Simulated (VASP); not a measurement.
# Zn8S7 (a cell with a defect) in VASP: relaxation of the atoms with PBE

Aim: the relaxation of the atoms of Zn8S7 (a cell with a defect) with PBE.

All numbers are computed with VASP 6.6.1; they aren't measurements. Logs are shortened: lines on timing, memory, paths and dates and some standing lists are left out, and cuts for length are marked.

## (1) The cell of the first run

The cell holds a defect, 15 atoms: a = 6.305 Å, b = 7.688 Å, c = 7.688 Å, α = 120.00°, β = 90.00°, γ = 90.00°.

## (2) Relaxation of the atoms, PBE, collinear spin (atoms taken out)

INCAR reads:

```
SYSTEM = Zn8S7
  PREC = Accurate
  ENCUT = 520
  EDIFF = 1E-6
  ISMEAR = 0
  SIGMA = 0.01
  LREAL = Auto
  LASPH = .TRUE.
  NELM = 150
  ALGO = Normal
  ISIF = 2
  LWAVE = .FALSE.
  LCHARG = .FALSE.
  ISPIN = 2
  MAGMOM = 0.25 0 0 0 0.25 0.25 0 0.25 0 0 0 0 0 0 0
  LORBIT = 11
  GGA = PE
  IBRION = 2
  NSW = 65
  EDIFFG = -0.025
  NELECT = 137.0
  KPAR = 2
```

KPOINTS reads:

```
Automatic mesh
0
G
  2 2 2
  0 0 0
```

POSCAR reads:

```
Zn8S7
1.0
    0.0000000000      0.0000000000      6.3046430491
   -3.8440669358     -6.6581192403      0.0000000000
    7.6881338714     -0.0000000001      0.0000000000
Zn S
8 7
Direct
    0.1075330920      0.1666666667      0.8333333333
   -0.0169898898      0.1719244174      0.3359622087
   -0.0169898898      0.6640377913      0.8280755826
   -0.0169898898      0.6640377913      0.3359622087
    0.4980302469      0.3311506473      0.1623012947
    0.4980302469      0.3311506473      0.6688493527
    0.4929691804      0.8333333333      0.1666666667
    0.4980302469      0.8376987053      0.6688493527
    0.3649899535      0.1681119997      0.3340559999
    0.3649899535      0.6659440001      0.8318880003
    0.3649899535      0.6659440001      0.3340559999
    0.8735523692      0.3258027030      0.1516054060
    0.8735523692      0.3258027030      0.6741972970
    0.8660163621      0.8333333333      0.1666666667
    0.8735523692      0.8483945940      0.6741972970
```

Potentials or basis: VASP PAW PBE potentials, release 64 (Zn, S).

The run is started by

```
cat potpaw_PBE.64/Zn/POTCAR potpaw_PBE.64/S/POTCAR > POTCAR
mpirun -np 4 vasp_std > vasp.out
```

OUTCAR:

```text
SYSTEM = Zn8S7
   PREC = Accurate
   ENCUT = 520
   EDIFF = 1E-6
   ISMEAR = 0
   LREAL = Auto
   LASPH = .TRUE.
   NELM = 150
   ISIF = 2
   ISPIN = 2
   LORBIT = 11
   GGA = PE
   IBRION = 2
   NSW = 65
   EDIFFG = -0.025
   NELECT = 137.0

 ion  position               nearest neighbor table
   1  0.108  0.167  0.833-  13 2.58  12 2.58  15 2.58
   2  0.983  0.172  0.336-  13 2.36  12 2.36  14 2.37   9 2.41
   3  0.983  0.664  0.828-  15 2.36  13 2.36  14 2.37  10 2.41
   4  0.983  0.664  0.336-  15 2.36  12 2.36  14 2.37  11 2.41
   5  0.498  0.331  0.162-  12 2.37   9 2.38  11 2.38
   6  0.498  0.331  0.669-  13 2.37   9 2.38  10 2.38
   7  0.493  0.833  0.167-  14 2.35  10 2.37  11 2.37   9 2.37
   8  0.498  0.838  0.669-  15 2.37  11 2.38  10 2.38
   9  0.365  0.168  0.334-   7 2.37   6 2.38   5 2.38   2 2.41
  10  0.365  0.666  0.832-   7 2.37   8 2.38   6 2.38   3 2.41
  11  0.365  0.666  0.334-   7 2.37   8 2.38   5 2.38   4 2.41
  12  0.874  0.326  0.152-   2 2.36   4 2.36   5 2.37   1 2.58
  13  0.874  0.326  0.674-   2 2.36   3 2.36   6 2.37   1 2.58
  14  0.866  0.833  0.167-   7 2.35   4 2.37   3 2.37   2 2.37
  15  0.874  0.848  0.674-   4 2.36   3 2.36   8 2.37   1 2.58

  LATTYP: Found a hexagonal cell.
 ALAT       =     7.6881338714
 C/A-ratio  =     0.8200485520

  Lattice vectors:

 A1 = (  -3.8440669358,  -6.6581192403,   0.0000000000)
 A2 = (   7.6881338714,  -0.0000000001,   0.0000000000)
 A3 = (   0.0000000000,   0.0000000000,   6.3046430491)

Analysis of symmetry for initial positions (statically):
=====================================================================
 Subroutine PRICEL returns:
 Original cell was already a primitive cell.

 Routine SETGRP: Setting up the symmetry group for a
 hexagonal supercell.

 Subroutine GETGRP returns: Found  6 space group operations
 (whereof  2 operations were pure point group operations)
 out of a pool of 24 trial point group operations.

The static configuration has the point symmetry C_1h.
 The point group associated with its full space group is C_3v.

Analysis of symmetry for dynamics (positions and initial velocities):
=====================================================================
 Subroutine PRICEL returns:
 Original cell was already a primitive cell.

 Routine SETGRP: Setting up the symmetry group for a
 hexagonal supercell.

 Subroutine GETGRP returns: Found  6 space group operations
 (whereof  2 operations were pure point group operations)
 out of a pool of 24 trial point group operations.

The dynamic configuration has the point symmetry C_1h.
 The point group associated with its full space group is C_3v.

[... 309 lines left out ...]
  free  energy   TOTEN  =       -48.9661882588 eV

  energy  without entropy=      -48.9652240838  energy(sigma->0) =      -48.96570617

[... ionic steps 4 to 24 ...]

--------------------------------------- Ionic step       25  -------------------------------------------

 number of electron     136.9999992 magnetization       0.5000000

------------------------ aborting loop because EDIFF is reached ----------------------------------------
[... 93 lines left out ...]
--------------------------------------- Ionic step       27  -------------------------------------------

 number of electron     136.9999991 magnetization       0.5000000

 Free energy of the ion-electron system (eV)
  ---------------------------------------------------
  ext. energy  EPLUGINS =         0.00000000
  ---------------------------------------------------
  free energy    TOTEN  =       -49.34857690 eV

  energy without entropy =      -49.34761276  energy(sigma->0) =      -49.34809483

 E-fermi :   3.1908     XC(G=0):  -9.1066

 val. band max:        3.0825238088   @ k =   0.5000   0.5000   0.0000
 cond. band min:       3.1938629054   @ k =   0.0000   0.5000   0.0000
 fundamental gap:      0.1113390966
 Fermi energy:         3.1908172034

 spin component 1

 k-point     1 :       0.0000    0.0000    0.0000
  band No.  band energies     occupation
      1     -11.6745      1.00000
      2     -10.9223      1.00000
      3     -10.9205      1.00000
      4     -10.9205      1.00000
      5     -10.6325      1.00000
      6     -10.6068      1.00000
[... 321 lines left out ...]
     79       6.9164      0.00000
     80       6.9751      0.00000
 Fermi energy:         3.1908172034

 spin component 2

 k-point     1 :       0.0000    0.0000    0.0000
  band No.  band energies     occupation
      1     -11.6608      1.00000
      2     -10.9081      1.00000
      3     -10.9046      1.00000
      4     -10.9046      1.00000
      5     -10.6294      1.00000
      6     -10.5920      1.00000
[... 321 lines left out ...]
     79       6.9399      0.00000
     80       7.0391      0.00000
 [bands above 80 left out]

------------------------ aborting loop because EDIFF is reached ----------------------------------------

  FORCE on cell =-STRESS in cart. coord.  units (eV):
  Direction    XX          YY          ZZ          XY          YZ          ZX
  --------------------------------------------------------------------------------------
  -------------------------------------------------------------------------------------
  Total       -5.2229535     -5.2229535     -3.8746657     -0.0000000      0.0000000      0.0000000
  in kB      -25.9294754    -25.9294754    -19.2358691     -0.0000000      0.0000000      0.0000000
  external PRESSURE =     -23.6982733 kB  Pullay stress =       0.0000000 kB
[... 30 lines left out ...]
  FREE ENERGIE OF THE ION-ELECTRON SYSTEM (eV)
  ---------------------------------------------------
  free  energy   TOTEN  =       -49.3485768996 eV

  energy  without entropy=      -49.3476127601  energy(sigma->0) =      -49.34809483

 reached required accuracy - stopping structural energy minimisation

 total charge

# of ion       s       p       d       tot
------------------------------------------
    1        0.535   0.434   9.787  10.756
    2        0.509   0.459   9.797  10.765
    3        0.509   0.459   9.797  10.765
    4        0.509   0.459   9.797  10.765
    5        0.529   0.393   9.782  10.705
    6        0.529   0.393   9.782  10.705
    7        0.507   0.458   9.797  10.762
    8        0.529   0.393   9.782  10.705
    9        1.317   2.408   0.000   3.725
   10        1.317   2.408   0.000   3.725
   11        1.317   2.408   0.000   3.725
   12        1.315   2.418   0.000   3.733
   13        1.315   2.418   0.000   3.733
   14        1.310   2.433   0.000   3.743
   15        1.315   2.418   0.000   3.733
--------------------------------------------------
tot         13.363  20.357  78.323 112.044

 magnetization (x)

# of ion       s       p       d       tot
------------------------------------------
    1        0.001   0.008   0.001   0.009
    2        0.000   0.001   0.000   0.002
    3        0.000   0.001   0.000   0.002
    4        0.000   0.001   0.000   0.002
    5        0.011   0.018   0.001   0.030
    6        0.011   0.018   0.001   0.030
    7        0.000   0.000  -0.000   0.000
    8        0.011   0.018   0.001   0.030
    9        0.001   0.008   0.000   0.009
   10        0.001   0.008   0.000   0.009
   11        0.001   0.008   0.000   0.009
   12        0.001   0.010   0.000   0.011
   13        0.001   0.010   0.000   0.011
   14       -0.000   0.000   0.000   0.000
   15        0.001   0.010   0.000   0.011
--------------------------------------------------
tot          0.041   0.119   0.004   0.164
```

CONTCAR:

```text
Zn8S7
   1.00000000000000
     0.0000000000000000    0.0000000000000000    6.3046430491000001
    -3.8440669357999999   -6.6581192402999996    0.0000000000000000
     7.6881338713999998   -0.0000000001000000    0.0000000000000000
  Zn              S
     8     7
Direct
     0.9060607874186333    0.1666666667000030    0.8333333332999970
[... 19 lines left out ...]
  0.00000000E+00  0.00000000E+00  0.00000000E+00
  0.00000000E+00  0.00000000E+00  0.00000000E+00
  0.00000000E+00  0.00000000E+00  0.00000000E+00
  0.00000000E+00  0.00000000E+00  0.00000000E+00
  0.00000000E+00  0.00000000E+00  0.00000000E+00
  0.00000000E+00  0.00000000E+00  0.00000000E+00
  0.00000000E+00  0.00000000E+00  0.00000000E+00
  0.00000000E+00  0.00000000E+00  0.00000000E+00
  0.00000000E+00  0.00000000E+00  0.00000000E+00
  0.00000000E+00  0.00000000E+00  0.00000000E+00
  0.00000000E+00  0.00000000E+00  0.00000000E+00
```

It took 25 min on 4 MPI ranks of Intel Xeon 6975P-C (Granite Rapids), shared host; peak memory 0.41 GiB.

Results:

```
Free energy                                           : -49.3486 eV
Energy gained by relaxing                             : 63.3 meV/atom
Ionic steps                                           : 27
Largest force after relaxing                          : 0.023 eV/Å
Net moment                                            : 0.50 μB per cell
Site moments                                          : Zn +0.01, +0.00, +0.03 (each value once); S +0.01, +0.00 (each value once) μB
Valence electrons inside the program's atomic spheres : Zn 10.76, 10.77, 10.71 (each value once); S 3.73, 3.74 (each value once)
```

Forces in eV/Å, atoms in the order of the input:
```
Zn   0.000  0.000 -0.018
Zn   0.000  0.000  0.005
Zn   0.000  0.000  0.005
Zn   0.000  0.000  0.005
Zn  -0.001  0.000 -0.006
Zn   0.001  0.000 -0.006
Zn   0.000  0.000  0.023
Zn   0.000 -0.001 -0.006
S    0.000 -0.001  0.002
S   -0.001  0.001  0.002
S    0.001  0.001  0.002
S    0.004 -0.002 -0.002
S   -0.004 -0.002 -0.002
S    0.000  0.000 -0.002
S    0.000  0.004 -0.002
```

Step by step:
| step | energy change (eV) | largest force (eV/Å) | pressure (GPa) |
| --- | --- | --- | --- |
| 1 | 0.0000 | 1.3921 | -6.09 |
| 2 | -0.1945 | 1.3043 | -5.77 |
| 3 | -0.5666 | 0.6525 | -4.74 |
| 4 | -0.1624 | 2.2117 | -2.13 |
| 5 | -0.6160 | 0.7875 | -4.13 |
| 6 | -0.7635 | 0.4211 | -3.52 |
| 7 | -0.7994 | 0.2626 | -2.81 |
| 8 | -0.8017 | 0.2386 | -2.94 |
| 9 | -0.8300 | 0.1986 | -2.90 |
| 10 | -0.8317 | 0.2366 | -2.88 |
| 11 | -0.8505 | 0.1815 | -2.85 |
| 12 | -0.8545 | 0.1738 | -2.83 |
| 13 | -0.8712 | 0.1557 | -2.81 |
| 14 | -0.8840 | 0.2296 | -2.79 |
| 15 | -0.8981 | 0.1305 | -2.81 |
| 16 | -0.9012 | 0.2771 | -2.82 |
| 17 | -0.9127 | 0.2413 | -2.78 |
| 18 | -0.9153 | 0.2146 | -2.75 |
| 19 | -0.9285 | 0.1782 | -2.67 |
| 20 | -0.9308 | 0.2109 | -2.69 |
| 21 | -0.9398 | 0.0980 | -2.62 |
| 22 | -0.9400 | 0.1049 | -2.61 |
| 23 | -0.9460 | 0.0554 | -2.51 |
| 24 | -0.9477 | 0.0529 | -2.42 |
| 25 | -0.9487 | 0.0523 | -2.37 |
| 26 | -0.9488 | 0.0413 | -2.38 |
| 27 | -0.9490 | 0.0230 | -2.37 |

Final structure:
```cif
data_structure
_symmetry_space_group_name_H-M 'P 1'
_symmetry_Int_Tables_number 1
_cell_length_a 6.3046
_cell_length_b 7.6881
_cell_length_c 7.6881
_cell_angle_alpha 120.000
_cell_angle_beta 90.000
_cell_angle_gamma 90.000
_cell_volume 322.73
loop_
_atom_site_label
_atom_site_type_symbol
_atom_site_fract_x
_atom_site_fract_y
_atom_site_fract_z
_atom_site_occupancy
Zn1 Zn 0.90606 0.16667 0.83333 1
Zn2 Zn 0.00623 0.15992 0.32996 1
Zn3 Zn 0.00623 0.67004 0.84008 1
Zn4 Zn 0.00623 0.67004 0.32996 1
Zn5 Zn 0.51295 0.34468 0.18937 1
Zn6 Zn 0.51295 0.34468 0.65532 1
Zn7 Zn 0.50977 0.83333 0.16667 1
Zn8 Zn 0.51295 0.81063 0.65532 1
S1 S 0.37705 0.16321 0.33160 1
S2 S 0.37705 0.66840 0.83679 1
S3 S 0.37705 0.66840 0.33160 1
S4 S 0.88069 0.33698 0.17396 1
S5 S 0.88069 0.33698 0.66302 1
S6 S 0.87867 0.83333 0.16667 1
S7 S 0.88069 0.82604 0.66302 1
```

Caveat: the k points lie up to 0.50 Å⁻¹ apart; the cell carries a net charge on a neutralising background, which shifts energy and pressure; the cell differs from its parent crystal (atoms taken out); the cell is charged against a uniform background, so pressure and absolute levels hang on convention.
